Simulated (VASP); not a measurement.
A run of VASP 6.6.1:

File POSCAR:

```
Ge
1.0
    0.0000000000      2.8476450493      2.8476450493
    2.8476450493      0.0000000000      2.8476450493
    2.8476450493      2.8476450493      0.0000000000
Ge
2
Direct
    0.7500000000      0.7500000000      0.7500000000
    0.5000000000      0.5000000000      0.5000000000
```

The input INCAR.step1:

```
SYSTEM = Ge
ALGO     = Normal         ! electronic algorithm
EDIFF    = 1E-4           ! SCF threshold, eV
ENCUT    = 520            ! plane-wave cutoff, eV
GGA      = PE             ! functional
ISMEAR   = -1             ! smearing method
LASPH    = .TRUE.         ! aspherical terms in the spheres
LCHARG   = .FALSE.        ! write CHGCAR
LREAL    = .FALSE.        ! projectors in reciprocal space
LWAVE    = .TRUE.         ! write WAVECAR
NBANDS   = 21             ! bands
NELM     = 100            ! most SCF steps
PREC     = Accurate       ! precision mode
SIGMA    = 0.05           ! smearing width, eV
```

File INCAR.step2:

```
SYSTEM = Ge
ALGO     = Normal         ! electronic algorithm
EDIFF    = 1E-6           ! SCF threshold, eV
ENCUT    = 520            ! plane-wave cutoff, eV
ISIF     = 2              ! what is computed and relaxed
ISMEAR   = -1             ! smearing method
ISTART   = 1            
LASPH    = .TRUE.         ! aspherical terms in the spheres
LCHARG   = .TRUE.         ! write CHGCAR
LELF     = .TRUE.         ! ELF
LMIXTAU  = .TRUE.       
LREAL    = .FALSE.        ! projectors in reciprocal space
LVHAR    = .TRUE.       
LWAVE    = .FALSE.        ! write WAVECAR
METAGGA  = R2SCAN         ! meta-GGA
NBANDS   = 21             ! bands
NELM     = 100            ! most SCF steps
PREC     = Accurate       ! precision mode
SIGMA    = 0.05           ! smearing width, eV
```

File KPOINTS:

```
k-points
0
G
  8 8 8
  0 0 0
```

Potentials or basis: VASP PAW PBE potentials, release 64 (Ge_d).

Launch:

```bash
$ cat potpaw_PBE.64/Ge_d/POTCAR > POTCAR
$ cp INCAR.step1 INCAR
$ mpirun -np 1 vasp_std > vasp.out
$ cp INCAR.step2 INCAR
$ mpirun -np 1 vasp_std > vasp.out
```

Hardware: 1 thread of Intel(R) Xeon(R) 6975P-C (Granite Rapids), with other jobs on the host.

Q: How long does it take, and how much memory?

A: Wall time 43 s on 1 thread of Intel(R) Xeon(R) 6975P-C (Granite Rapids), on a shared host, peak memory 0.17 GiB. Counts: k points 29.
